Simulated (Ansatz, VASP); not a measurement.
**One calculation of Ge, two programs**

```xyz
2
Lattice="0.0000 2.8289 2.8289 2.8289 0.0000 2.8289 2.8289 2.8289 0.0000" Properties=species:S:1:pos:R:3 pbc="T T T"
Ge    0.0000    0.0000    0.0000
Ge    1.4145    1.4145    1.4145
```

Alike in both runs: task relaxation of cell and atoms; functional PBE; dispersion D3(BJ); k mesh 14 × 14 × 14; occupations gaussian, width 0.1 eV; no spin polarisation.

|  | VASP | Ansatz |
| --- | --- | --- |
| version | VASP 6.6.1 | Ansatz 0.2.0 |
| potentials or method | VASP PAW PBE potentials, release 64 (Ge_d), cutoff 600 eV | scalar-relativistic, plane waves, PAW |
| valence electrons in the cell | 28 | 28 |

```tsv
	VASP	Ansatz	Ansatz less VASP
gap on the k mesh at the Fermi level, each at its own relaxed structure (eV)	none	none	-
relaxed volume (Å³/atom)	23.14	23.14	+0.002
relaxed cell length with the largest relative difference (Å)	4.030	4.030	+0.0001
```

A gap of «none» marks a metal or a gap that the smearing closes.
